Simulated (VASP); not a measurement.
# GaBiSe3 (I4/mcm) in VASP: single point with PBE

Aim: the single point of GaBiSe3 with PBE.

Everything below comes from runs of VASP 6.6.1. Logs are shortened: lines on timing, memory, paths and dates and some standing lists are left out, and cuts for length are marked.

## 1. The cell of the first run

It takes space group I4/mcm (No. 140, tetragonal). The conventional cell has a = 6.840 Å, b = 6.840 Å, c = 10.558 Å, α = 90.00°, β = 90.00°, γ = 90.00°. Ga (site symmetry 4/m) has 6 Se at 2.56 to 2.64 Å within 3.4 Å. Within 4.0 Å of Bi (site symmetry -42m) lie 8 Se at 3.08 to 3.42 Å. Se (site symmetry m2m) has 2 Ga at 2.56 Å and 2 Bi at 3.08 Å and 1 Se at 3.16 Å within 3.4 Å. Se (site symmetry 422) has 2 Ga at 2.64 Å and 4 Bi at 3.42 Å within 3.5 Å.

## 2. Single point, PBE

INCAR

```
PREC     = Accurate       # precision mode
ENCUT    = 520            # plane-wave cutoff, eV
EDIFF    = 1E-7           # SCF threshold, eV
ISMEAR   = 0              # smearing method
SIGMA    = 0.1            # smearing width, eV
LREAL    = False          # projectors in reciprocal space
LASPH    = True           # aspherical terms in the spheres
NELM     = 60             # most SCF steps
ALGO     = Normal         # electronic algorithm
ISIF     = 2              # what is computed and relaxed
LWAVE    = False          # write WAVECAR
LCHARG   = False          # write CHGCAR
GGA      = PE             # functional
NBANDS   = 57             # bands
```

KPOINTS

```
Automatic mesh
0
Gamma
  8 8 8
```

POSCAR

```
GaBiSe3
1.0
   -3.4200271155      3.4200271155      5.2790734398
    3.4200271155     -3.4200271155      5.2790734398
    3.4200271155      3.4200271155     -5.2790734398
Ga Bi Se
2 2 6
Direct
    0.5000000000      0.5000000000      0.0000000000
    0.0000000000      0.0000000000      0.0000000000
    0.7500000000      0.2500000000      0.5000000000
    0.2500000000      0.7500000000      0.5000000000
    0.3368908256      0.8368908256      0.1737816512
    0.8368908256      0.6631091744      0.5000000000
    0.7500000000      0.7500000000      0.0000000000
    0.6631091744      0.1631091744      0.8262183488
    0.1631091744      0.3368908256      0.5000000000
    0.2500000000      0.2500000000      0.0000000000
```

Potentials or basis: VASP PAW PBE potentials, release 64 (Ga_d, Bi_d, Se).

Launch:

```bash
> cat potpaw_PBE.64/Ga_d/POTCAR potpaw_PBE.64/Bi_d/POTCAR potpaw_PBE.64/Se/POTCAR > POTCAR
> mpirun -np 1 vasp_std > vasp.out
```

OUTCAR:

```text
PREC = Accurate
   ENCUT = 520
   EDIFF = 1E-7
   ISMEAR = 0
   LREAL = False
   LASPH = True
   NELM = 60
   ISIF = 2
   GGA = PE

 ion  position               nearest neighbor table
   1  0.500  0.500  0.000-   5 2.56   6 2.56   8 2.56   9 2.56  10 2.64   7 2.64
   2  0.000  0.000  0.000-   5 2.56   8 2.56   9 2.56   6 2.56  10 2.64   7 2.64
   3  0.750  0.250  0.500-   6 3.08   8 3.08   9 3.08   5 3.08
   4  0.250  0.750  0.500-   5 3.08   6 3.08   9 3.08   8 3.08
   5  0.337  0.837  0.174-   1 2.56   2 2.56   4 3.08   3 3.08
   6  0.837  0.663  0.500-   2 2.56   1 2.56   4 3.08   3 3.08
   7  0.750  0.750  0.000-   1 2.64   2 2.64
   8  0.663  0.163  0.826-   1 2.56   2 2.56   3 3.08   4 3.08
   9  0.163  0.337  0.500-   1 2.56   2 2.56   4 3.08   3 3.08
  10  0.250  0.250  0.000-   1 2.64   2 2.64

  LATTYP: Found a body centered tetragonal cell.
 ALAT       =     6.8400542310
 C/A-ratio  =     1.5435764868

  Lattice vectors:

 A1 = (  -3.4200271155,   3.4200271155,   5.2790734398)
 A2 = (   3.4200271155,  -3.4200271155,   5.2790734398)
 A3 = (   3.4200271155,   3.4200271155,  -5.2790734398)

Analysis of symmetry for initial positions (statically):
=====================================================================
 Subroutine PRICEL returns:
 Original cell was already a primitive cell.

 Routine SETGRP: Setting up the symmetry group for a
 body centered tetragonal supercell.

 Subroutine GETGRP returns: Found 16 space group operations
 (whereof  8 operations were pure point group operations)
 out of a pool of 16 trial point group operations.

The static configuration has the point symmetry C_4h.
 The point group associated with its full space group is D_4h.

Analysis of symmetry for dynamics (positions and initial velocities):
=====================================================================
 Subroutine PRICEL returns:
 Original cell was already a primitive cell.

 Routine SETGRP: Setting up the symmetry group for a
 body centered tetragonal supercell.

 Subroutine GETGRP returns: Found 16 space group operations
 (whereof  8 operations were pure point group operations)
 out of a pool of 16 trial point group operations.

The dynamic configuration has the point symmetry C_4h.
 The point group associated with its full space group is D_4h.

 Subroutine INISYM returns: Found 16 space group operations
 (whereof  8 operations are pure point group operations),
 and found     1 'primitive' translations

----------------------------------------------------------------------------------------

                                     Primitive cell

  volume of cell :     246.9885

  direct lattice vectors                    reciprocal lattice vectors
    -3.420027115  3.420027115  5.279073440     0.000000000  0.146197671  0.094713591
     3.420027115 -3.420027115  5.279073440     0.146197671  0.000000000  0.094713591
     3.420027115  3.420027115 -5.279073440     0.146197671  0.146197671  0.000000000

  length of vectors
     7.159733747  7.159733747  7.159733747     0.174196508  0.174196508  0.206754730

  position of ions in fractional coordinates (direct lattice)
     0.500000000  0.500000000  0.000000000
     0.000000000  0.000000000  0.000000000
     0.750000000  0.250000000  0.500000000
     0.250000000  0.750000000  0.500000000
     0.336890826  0.836890826  0.173781651
     0.836890826  0.663109174  0.500000000
     0.750000000  0.750000000  0.000000000
     0.663109174  0.163109174  0.826218349
     0.163109174  0.336890826  0.500000000
     0.250000000  0.250000000  0.000000000

  ion indices of the primitive-cell ions
   primitive index   ion index
                 1           1
                 2           2
                 3           3
                 4           4
                 5           5
                 6           6
                 7           7
                 8           8
                 9           9
                10          10

----------------------------------------------------------------------------------------

 KPOINTS: Automatic mesh

Automatic generation of k-mesh.
 Grid dimensions read from file:
 generate k-points for:    8    8    8

 Generating k-lattice:

  Cartesian coordinates                     Fractional coordinates (reciprocal lattice)
     0.000000000  0.018274709  0.011839199     0.125000000  0.000000000  0.000000000
     0.018274709  0.000000000  0.011839199     0.000000000  0.125000000  0.000000000
     0.018274709  0.018274709  0.000000000     0.000000000  0.000000000  0.125000000

  Length of vectors
     0.021774563  0.021774563  0.025844341

  Shift w.r.t. Gamma in fractional coordinates (k-lattice)
     0.000000000  0.000000000  0.000000000

 Subroutine IBZKPT returns following result:
 ===========================================

 Found     59 irreducible k-points:

 Following reciprocal coordinates:
            Coordinates               Weight
  0.000000  0.000000  0.000000      1.000000
  0.125000 -0.000000  0.000000      8.000000
  0.250000 -0.000000  0.000000      8.000000
  0.375000 -0.000000  0.000000      8.000000
  0.500000 -0.000000  0.000000      4.000000
  0.125000  0.125000  0.000000      8.000000
[... 16 lines left out ...]
  0.250000  0.125000  0.125000     16.000000
  0.375000  0.125000  0.125000      8.000000
 [... further k-points ...]
   k-points           NKPTS =     59   k-points in BZ     NKDIM =     59   number of bands    NBANDS=     57
   number of dos      NEDOS =    301   number of ions     NIONS =     10
   total plane-waves  NPLWV = 157464
   dimension x,y,z NGX =    54 NGY =   54 NGZ =   54
   dimension x,y,z NGXF=   108 NGYF=  108 NGZF=  108
   ions per type =               2   2   6
   NGX,Y,Z   is equivalent  to a cutoff of  12.54, 12.54, 12.54 a.u.
   NGXF,Y,Z  is equivalent  to a cutoff of  25.08, 25.08, 25.08 a.u.
 SYSTEM =  unknown system
   PREC   = accura    normal or accurate (medium, high low for compatibility)
   ISTART =      0    job   : 0-new  1-cont  2-samecut
   ICHARG =      2    charge: 1-file 2-atom 10-const
   ISPIN  =      1    spin polarized calculation?
   LNONCOLLINEAR =      F non collinear calculations
   LSORBIT =      F    spin-orbit coupling
   LASPH  =      T    aspherical Exc in radial PAW
   ENCUT  =  520.0 eV  38.22 Ry    6.18 a.u.  13.31 13.31 13.31*2*pi/ulx,y,z
   NELM   =     60;   NELMIN=  2; NELMDL= -5     # of ELM steps
   EDIFF  = 0.1E-06   stopping-criterion for ELM
   LREAL  =      F    real-space projection
   EDIFFG = 0.1E-05   stopping-criterion for IOM
   NSW    =      0    number of steps for IOM
   IBRION =     -1    ionic relax: 0-MD 1-quasi-New 2-CG
   NFREE  =      0    steps in history (QN), initial steepest desc. (CG)
   ISIF   =      2    stress and relaxation
   ISYM   =      2    0-nonsym 1-usesym 2-fastsym
   POTIM  = 0.5000    time-step for ionic-motion
   TEBEG  =    0.0;   TEEND  =   0.0 temperature during run
   PSTRESS=    0.0 pullay stress
   NELECT =      92.0000    total number of electrons
   NUPDOWN=      -1.0000    fix difference up-down
   EMIN   =  10.00;   EMAX   =-10.00  energy-range for DOS
   EFERMI =   0.00;   METHOD = LEGACY
   ISMEAR =     0;   SIGMA  =   0.10  broadening in eV -4-tet -1-fermi 0-gaus
   EFERMI_NEDOS =   21; number of points for ismear=-14 and -15
   IALGO  =     38    algorithm
   IMIX   =      4    mixing-type and parameters
     AMIX     =   0.40;   BMIX     =  1.00
     AMIX_MAG =   1.60;   BMIX_MAG =  1.00
  volume/ion in A,a.u.               =      24.70       166.68
  Fermi-wavevector in a.u.,A,eV,Ry     =   1.177909  2.225926 18.877679  1.387470
  Thomas-Fermi vector in A             =   2.314248
   LORBIT       =      0    0 simple, 1 ext, 2 COOP (PROOUT), +10 PAW based schemes
   GGA     = PE    functional components
   LHFCALC =     F    Hartree Fock is set to
   AEXX    =    0.0000 exact exchange contribution
   IVDW    =     0    specifies the selected vdW correction
   LEPSILON=     F    determine dielectric tensor
   LRPA    =     F    only Hartree local field effects (RPA)
 non-spin polarized calculation
 Gauss-broadening in eV      SIGMA  =   0.10
  energy-cutoff  :      520.00
  volume of cell :      246.99
 maximum number of plane-waves:      6675
 NGX is ok and might be reduce to    54
   NGX = 27   NGY = 27   NGZ = 27

 number of electron      92.0000023 magnetization

 Free energy of the ion-electron system (eV)
  ---------------------------------------------------
  ext. energy  EPLUGINS =         0.00000000
  ---------------------------------------------------
  free energy    TOTEN  =       -36.06274641 eV

  energy without entropy =      -36.04314300  energy(sigma->0) =      -36.05294470

 E-fermi :   4.6510     XC(G=0):  -9.8680

 val. band max:        4.6497147015   @ k =  -0.3750   0.5000   0.2500
 cond. band min:       4.6516061865   @ k =   0.2500   0.2500   0.2500
 fundamental gap:      0.0018914850
 Fermi energy:         4.6510005090

 k-point     1 :       0.0000    0.0000    0.0000
  band No.  band energies     occupation
      1     -18.6693      2.00000
      2     -18.6642      2.00000
      3     -18.6600      2.00000
      4     -18.6568      2.00000
      5     -18.6503      2.00000
      6     -18.6503      2.00000
[... 49 lines left out ...]
     56       9.0015      0.00000
     57       9.6102      0.00000

 k-point     2 :       0.1250   -0.0000    0.0000
  band No.  band energies     occupation
      1     -18.6691      2.00000
      2     -18.6644      2.00000
      3     -18.6598      2.00000
      4     -18.6569      2.00000
      5     -18.6502      2.00000
      6     -18.6502      2.00000
[... 49 lines left out ...]
     56       9.0035      0.00000
     57       9.7625      0.00000
[... 1258 lines left out ...]
     56      10.0765      0.00000
     57      10.6099      0.00000

 k-point    24 :       0.3750    0.1250    0.1250
  band No.  band energies     occupation
      1     -18.6668      2.00000
      2     -18.6668      2.00000
      3     -18.6581      2.00000
      4     -18.6581      2.00000
      5     -18.6497      2.00000
      6     -18.6497      2.00000
[... 49 lines left out ...]
     56      10.0368      0.00000
     57      10.9427      0.00000

 [... further k-points ...]

------------------------ aborting loop because EDIFF is reached ----------------------------------------

  FORCE on cell =-STRESS in cart. coord.  units (eV):
  Direction    XX          YY          ZZ          XY          YZ          ZX
  --------------------------------------------------------------------------------------
  -------------------------------------------------------------------------------------
  Total        0.1369293      0.1369293      0.1757266      0.0000000      0.0000000      0.0000000
  in kB        0.8882396      0.8882396      1.1399118      0.0000000      0.0000000      0.0000000
  external PRESSURE =       0.9721304 kB  Pullay stress =       0.0000000 kB

 VOLUME and BASIS-vectors are now :
 -----------------------------------------------------------------------------
  energy-cutoff  :      520.00
  volume of cell :      246.99
      direct lattice vectors                 reciprocal lattice vectors
    -3.420027115  3.420027115  5.279073440     0.000000000  0.146197671  0.094713591
     3.420027115 -3.420027115  5.279073440     0.146197671  0.000000000  0.094713591
     3.420027115  3.420027115 -5.279073440     0.146197671  0.146197671  0.000000000

 POSITION                                       TOTAL-FORCE (eV/Angst)
 -----------------------------------------------------------------------------------
      0.00000      0.00000      5.27907        -0.000000     -0.000000      0.000000
      0.00000      0.00000      0.00000        -0.000000     -0.000000      0.000000
      0.00000      3.42003      2.63954        -0.000000     -0.000000      0.000000
      3.42003      0.00000      2.63954         0.000000     -0.000000      0.000000
      2.30435     -1.11568      5.27907         0.002997      0.002997     -0.000000
      1.11568      2.30435      5.27907        -0.002997      0.002997     -0.000000
      0.00000      0.00000      7.91861         0.000000     -0.000000      0.000000
      1.11568      4.53570      0.00000        -0.002997     -0.002997      0.000000
      2.30435      1.11568      0.00000         0.002997     -0.002997     -0.000000
      0.00000      0.00000      2.63954         0.000000     -0.000000      0.000000
 -----------------------------------------------------------------------------------
    total drift:                                0.000000      0.000000      0.000000

  FREE ENERGIE OF THE ION-ELECTRON SYSTEM (eV)
  ---------------------------------------------------
  free  energy   TOTEN  =       -36.0627464070 eV

  energy  without entropy=      -36.0431429980  energy(sigma->0) =      -36.05294470
```

It took 11 min on 1 thread of Intel Xeon 6975P-C (Granite Rapids), shared host; peak memory 0.87 GiB.

What came out:

- Free energy: -36.0627 eV
- Pressure: 0.1 GPa
- Largest force: 0.004 eV/Å
- Band gap on the k mesh: zero (band 46 reaches 4.74 eV, above the bottom of band 47 at 4.27 eV)

Forces on the atoms (eV/Å):
```
Ga   0.000  0.000  0.000
Ga   0.000  0.000  0.000
Bi   0.000  0.000  0.000
Bi   0.000  0.000  0.000
Se   0.003  0.003  0.000
Se  -0.003  0.003  0.000
Se   0.000  0.000  0.000
Se  -0.003 -0.003  0.000
Se   0.003 -0.003  0.000
Se   0.000  0.000  0.000
```

Levels at points of the mesh, in eV from the Fermi level:
```
           k point  band 43  band 44  band 45  band 46  band 47  band 48  band 49  band 50
(0.00, 0.00, 0.00)    -0.33    -0.33    -0.15    -0.15    -0.04     2.20     2.20     2.27
(0.50, 0.00, 0.00)    -0.92    -0.92    -0.65    -0.65     0.83     0.83     1.64     1.64
(0.50, 0.50, 0.00)    -0.88    -0.75    -0.36    -0.24    -0.18     0.95     1.03     1.36
(0.50, 0.50, 0.50)    -1.33    -0.67    -0.17    -0.17     1.66     1.86     2.09     2.09
```

Caveat: spin-orbit coupling is left out, which moves the levels of the heavy elements.
